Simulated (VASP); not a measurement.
# PtSe2 (Sudovikovite) (P-3m1) in VASP: a series of runs

PtSe2 (Sudovikovite) is run at these levels: RPBE+D3(BJ), PBEsol; tasks: single point.

All numbers are computed with VASP 6.6.1; they aren't measurements. Logs are shortened: lines on timing, memory, paths and dates and some standing lists are left out, and cuts for length are marked.

## Step 1: The cell of the first run

Symmetry: P-3m1, No. 164, trigonal system. The conventional cell has a = 3.724 Å, b = 3.724 Å, c = 5.062 Å, α = 90.00°, β = 90.00°, γ = 120.00°. Within 3.3 Å of Pt (site symmetry -3m) lie 6 Se at 2.49 Å. Se (site symmetry 3m) has 3 Pt at 2.49 Å within 3.3 Å.

## Step 2: Single point, RPBE+D3(BJ)

The input, INCAR:

```
ALGO     = Normal         # electronic algorithm
EDIFF    = 1E-6           # SCF threshold, eV
ENCUT    = 520            # plane-wave cutoff, eV
GGA      = RP             # functional
ISIF     = 2              # what is computed and relaxed
ISMEAR   = -1             # smearing method
IVDW     = 12             # dispersion correction
LASPH    = T              # aspherical terms in the spheres
LCHARG   = F              # write CHGCAR
LREAL    = F              # projectors in reciprocal space
LWAVE    = F              # write WAVECAR
NBANDS   = 18             # bands
NELM     = 60             # most SCF steps
PREC     = Accurate       # precision mode
SIGMA    = 0.05           # smearing width, eV
```

The input, KPOINTS:

```
k-points
0
Gamma
  8 8 5
```

The input, POSCAR:

```
PtSe2
1.0
    3.7240000000      0.0000000000      0.0000000000
   -1.8620000000      3.2250786037      0.0000000000
    0.0000000000      0.0000000000      5.0620000000
Pt Se
1 2
Direct
    0.0000000000      0.0000000000      0.0000000000
    0.6666666667      0.3333333333      0.7500000000
    0.3333333333      0.6666666667      0.2500000000
```

Potentials or basis: VASP PAW PBE potentials, release 64 (Pt, Se).

Command:

```
cat potpaw_PBE.64/Pt/POTCAR potpaw_PBE.64/Se/POTCAR > POTCAR
mpirun -np 1 vasp_std > vasp.out
```

OUTCAR:

```text
EDIFF = 1E-6
   ENCUT = 520
   GGA = RP
   ISIF = 2
   ISMEAR = -1
   IVDW = 12
   LASPH = T
   LREAL = F
   NELM = 60
   PREC = Accurate
 IVDW          = 12

 ion  position               nearest neighbor table
   1  0.000  0.000  0.000-   2 2.49   3 2.49   2 2.49   3 2.49   2 2.49   3 2.49
   2  0.667  0.333  0.750-   1 2.49   1 2.49   1 2.49
   3  0.333  0.667  0.250-   1 2.49   1 2.49   1 2.49

  LATTYP: Found a hexagonal cell.
 ALAT       =     3.7240000000
 C/A-ratio  =     1.3592910849

  Lattice vectors:

 A1 = (   3.7240000000,   0.0000000000,   0.0000000000)
 A2 = (  -1.8620000000,   3.2250786037,   0.0000000000)
 A3 = (   0.0000000000,   0.0000000000,   5.0620000000)

Analysis of symmetry for initial positions (statically):
=====================================================================
 Subroutine PRICEL returns:
 Original cell was already a primitive cell.

 Routine SETGRP: Setting up the symmetry group for a
 hexagonal supercell.

 Subroutine GETGRP returns: Found 12 space group operations
 (whereof 12 operations were pure point group operations)
 out of a pool of 24 trial point group operations.

The static configuration has the point symmetry D_3d.

Analysis of symmetry for dynamics (positions and initial velocities):
=====================================================================
 Subroutine PRICEL returns:
 Original cell was already a primitive cell.

 Routine SETGRP: Setting up the symmetry group for a
 hexagonal supercell.

 Subroutine GETGRP returns: Found 12 space group operations
 (whereof 12 operations were pure point group operations)
 out of a pool of 24 trial point group operations.

The dynamic configuration has the point symmetry D_3d.

 Subroutine INISYM returns: Found 12 space group operations
 (whereof 12 operations are pure point group operations),
 and found     1 'primitive' translations

----------------------------------------------------------------------------------------

                                     Primitive cell

  volume of cell :      60.7956

  direct lattice vectors                    reciprocal lattice vectors
     3.724000000  0.000000000  0.000000000     0.268528464  0.155034981  0.000000000
    -1.862000000  3.225078604  0.000000000     0.000000000  0.310069962  0.000000000
     0.000000000  0.000000000  5.062000000     0.000000000  0.000000000  0.197550375
[... 83 lines left out ...]
   LASPH  =      T    aspherical Exc in radial PAW
   ENCUT  =  520.0 eV  38.22 Ry    6.18 a.u.   6.92  6.92  9.41*2*pi/ulx,y,z
   NELM   =     60;   NELMIN=  2; NELMDL= -5     # of ELM steps
   EDIFF  = 0.1E-05   stopping-criterion for ELM
   LREAL  =      F    real-space projection
   EDIFFG = 0.1E-04   stopping-criterion for IOM
   NSW    =      0    number of steps for IOM
   IBRION =     -1    ionic relax: 0-MD 1-quasi-New 2-CG
   NFREE  =      0    steps in history (QN), initial steepest desc. (CG)
   ISIF   =      2    stress and relaxation
   ISYM   =      2    0-nonsym 1-usesym 2-fastsym
   POTIM  = 0.5000    time-step for ionic-motion
   TEBEG  =    0.0;   TEEND  =   0.0 temperature during run
   PSTRESS=    0.0 pullay stress
   NELECT =      22.0000    total number of electrons
   NUPDOWN=      -1.0000    fix difference up-down
   EMIN   =  10.00;   EMAX   =-10.00  energy-range for DOS
   EFERMI =   0.00;   METHOD = LEGACY
   ISMEAR =    -1;   SIGMA  =   0.05  broadening in eV -4-tet -1-fermi 0-gaus
   EFERMI_NEDOS =   21; number of points for ismear=-14 and -15
   IALGO  =     38    algorithm
   IMIX   =      4    mixing-type and parameters
     AMIX     =   0.40;   BMIX     =  1.00
     AMIX_MAG =   1.60;   BMIX_MAG =  1.00
  volume/ion in A,a.u.               =      20.27       136.76
  Fermi-wavevector in a.u.,A,eV,Ry     =   1.166608  2.204570 18.517184  1.360975
  Thomas-Fermi vector in A             =   2.303119
   LORBIT       =      0    0 simple, 1 ext, 2 COOP (PROOUT), +10 PAW based schemes
   GGA     = RP    functional components
   LHFCALC =     F    Hartree Fock is set to
   AEXX    =    0.0000 exact exchange contribution
   IVDW    =    12    specifies the selected vdW correction
   LEPSILON=     F    determine dielectric tensor
   LRPA    =     F    only Hartree local field effects (RPA)
 non-spin polarized calculation
  energy-cutoff  :      520.00
  volume of cell :       60.80
 maximum number of plane-waves:      1654
   NGX = 13   NGY = 13   NGZ = 19

 number of electron      21.9999999 magnetization

 Free energy of the ion-electron system (eV)
  ---------------------------------------------------
  ext. energy  EPLUGINS =         0.00000000
  ---------------------------------------------------
  free energy    TOTEN  =       -12.77331662 eV

  energy without entropy =      -12.76831968  energy(sigma->0) =      -12.77081815

 E-fermi :   6.6993     XC(G=0): -10.5121

 val. band max:        6.6769612682   @ k =   0.0000   0.1250   0.2000
 cond. band min:       6.7776981179   @ k =   0.3750   0.2500   0.0000
 fundamental gap:      0.1007368497
 Fermi energy:         6.6993387011

 k-point     1 :       0.0000    0.0000    0.0000
  band No.  band energies     occupation
      1      -9.0560      2.00000
      2      -6.2304      2.00000
      3      -0.5538      2.00000
      4       0.1365      2.00000
      5       0.1365      2.00000
      6       2.5881      2.00000
[... 481 lines left out ...]
      5       0.8475      2.00000
      6       1.6361      2.00000
[... 10 lines left out ...]
     17      15.1530      0.00000
     18      15.6851      0.00000

 [... further k-points ...]

------------------------ aborting loop because EDIFF is reached ----------------------------------------

 Edisp (eV)   -6.30259

 E8    (eV) :    -3.9511

  FORCE on cell =-STRESS in cart. coord.  units (eV):
  Direction    XX          YY          ZZ          XY          YZ          ZX
  --------------------------------------------------------------------------------------
  -------------------------------------------------------------------------------------
  Total      -3.92312    -3.92312    -3.72555     0.00000    -0.00000     0.00000
  in kB    -103.38801  -103.38801   -98.18125     0.00000    -0.00000     0.00000
  external pressure =     -101.65 kB  Pullay stress =        0.00 kB

 VOLUME and BASIS-vectors are now :
 -----------------------------------------------------------------------------
  energy-cutoff  :      520.00
  volume of cell :       60.80
      direct lattice vectors                 reciprocal lattice vectors
     3.724000000  0.000000000  0.000000000     0.268528464  0.155034981  0.000000000
    -1.862000000  3.225078604  0.000000000     0.000000000  0.310069962  0.000000000
     0.000000000  0.000000000  5.062000000     0.000000000  0.000000000  0.197550375

 POSITION                                       TOTAL-FORCE (eV/Angst)
 -----------------------------------------------------------------------------------
      0.00000      0.00000      0.00000         0.000000      0.000000      0.000000
      1.86200      1.07503      3.79650         0.000000     -0.000000     -0.295657
     -0.00000      2.15005      1.26550        -0.000000      0.000000      0.295657
 -----------------------------------------------------------------------------------
    total drift:                               -0.000000     -0.000000     -0.000000

  FREE ENERGIE OF THE ION-ELECTRON SYSTEM (eV)
  ---------------------------------------------------
  free  energy   TOTEN  =       -19.0759032867 eV

  energy  without entropy=      -19.0709063443  energy(sigma->0) =      -19.07340482
```

Run time: 30 s. Hardware: 1 thread of Intel Xeon Platinum 8488C (Sapphire Rapids), shared host; peak memory 0.21 GiB.

What came out:

- Free energy: -19.0759 eV
- Pressure: -10.2 GPa
- Largest force: 0.296 eV/Å
- Band gap on the k mesh: zero (band 11 reaches 7.04 eV, above the bottom of band 12 at 6.78 eV)
- Dispersion energy per atom: -2.101 eV

Forces in eV/Å, atoms in the order of the input:
```
Pt   0.000  0.000  0.000
Se   0.000  0.000 -0.296
Se   0.000  0.000  0.296
```

Caveat: the PAW data sets were made with another functional, which shifts forces and pressure a little; spin-orbit coupling is left out, which moves the levels of the heavy elements; pairwise dispersion overbinds metals, which lowers pressure and volume.

## Step 3: Single point, RPBE+D3(BJ)

This run uses another cell than the first one, of 20.67 Å³/atom, 1.020 times its volume.

The input, INCAR:

```
PREC = Accurate ; ENCUT = 520
EDIFF = 1E-7 ; ISMEAR = -1
SIGMA = 0.05 ; LREAL = F
LASPH = T ; NELM = 100
ALGO = Normal ; ISIF = 2
LWAVE = F ; LCHARG = F
GGA = RP ; IVDW = 12
NBANDS = 18
```

The input, KPOINTS:

```
regular mesh
0
Gamma
  8 8 5
```

The input, POSCAR:

```
PtSe2
1.0
    3.7486629704      0.0000000000      0.0000000000
   -1.8743314852      3.2464373626      0.0000000000
    0.0000000000      0.0000000000      5.0955241558
Pt Se
1 2
Direct
    0.0000000000      0.0000000000      0.0000000000
    0.6666666667      0.3333333333      0.7500000000
    0.3333333333      0.6666666667      0.2500000000
```

Potentials or basis: VASP PAW PBE potentials, release 64 (Pt, Se).

Command:

```
cat potpaw_PBE.64/Pt/POTCAR potpaw_PBE.64/Se/POTCAR > POTCAR
mpirun -np 1 vasp_std > vasp.out
```

It took 34 s on 1 thread of Intel Xeon Platinum 8488C (Sapphire Rapids), shared host; peak memory 0.21 GiB.

The run converged. Its results:

```yaml
Free_energy: -18.9910 eV
Pressure: -12.2 GPa
Largest_force: 0.030 eV/Å
Band_gap_on_the_k_mesh: zero (band 11 reaches 6.76 eV, above the bottom of band 12 at 6.50 eV)
Dispersion_energy_per_atom: -2.051 eV
```

Forces on the atoms (eV/Å):
```
Pt   0.000  0.000  0.000
Se   0.000  0.000 -0.030
Se   0.000  0.000  0.030
```

Stress tensor (GPa, compression positive):
```
-12.70   0.00   0.00
  0.00 -12.70   0.00
  0.00   0.00 -11.26
```

Levels at points of the mesh, in eV from the Fermi level:
```csv
k point,band 8,band 9,band 10,band 11,band 12,band 13,band 14,band 15
"(0.00, 0.00, 0.00)",-2.60,-1.11,-1.11,0.34,1.37,1.37,3.68,4.14
"(0.50, 0.00, 0.00)",-3.51,-3.50,-3.42,-2.99,0.62,2.23,4.70,5.84
```

Caveat: the PAW data sets were made with another functional, which shifts forces and pressure a little; spin-orbit coupling is left out, which moves the levels of the heavy elements; pairwise dispersion overbinds metals, which lowers pressure and volume.

(Continued in part 2 of 2.)
